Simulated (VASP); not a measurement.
Ga, 1 atom in the cell. Symmetry: I4/mmm, No. 139, tetragonal system. Conventional cell: a = 2.769 Å, b = 2.769 Å, c = 4.622 Å, α = 90.00°, β = 90.00°, γ = 90.00°. Within 3.6 Å of Ga (site symmetry 4/mmm) lie 12 Ga at 2.77 to 3.03 Å. 

| Quantity | Value |
| --- | --- |
| Program | VASP 6.6.1 |
| Task | single point |
| Functional | PBEsol |
| Potentials or basis | VASP PAW PBE potentials, release 64 (Ga_d) |
| Cutoff | 520 eV |
| k mesh | 13 × 13 × 13 |
| Occupations | fermi-dirac, width 0.05 eV |
| Spin | non-collinear spin, zero start, spin-orbit coupling |
| Starting moments | [[0.0, 0.0, 0.0]] μB |
| Dipole correction | no |
| Further INCAR settings | ALGO = Normal; EDIFF = 1e-07; NBANDS = 24 |

Potentials or basis: VASP PAW PBE potentials, release 64 (Ga_d).

Launch:

```sh
$ cat potpaw_PBE.64/Ga_d/POTCAR > POTCAR
$ mpirun -np 1 vasp_ncl > vasp.out
```

Hardware: 1 thread of Intel(R) Xeon(R) 6975P-C (Granite Rapids), on a shared host.

Task: Estimate the wall time of this run.

Result: It took 71 s on 1 thread of Intel(R) Xeon(R) 6975P-C (Granite Rapids) (shared host), peak memory 0.28 GiB. Counts: scf iterations 12, k points 196.
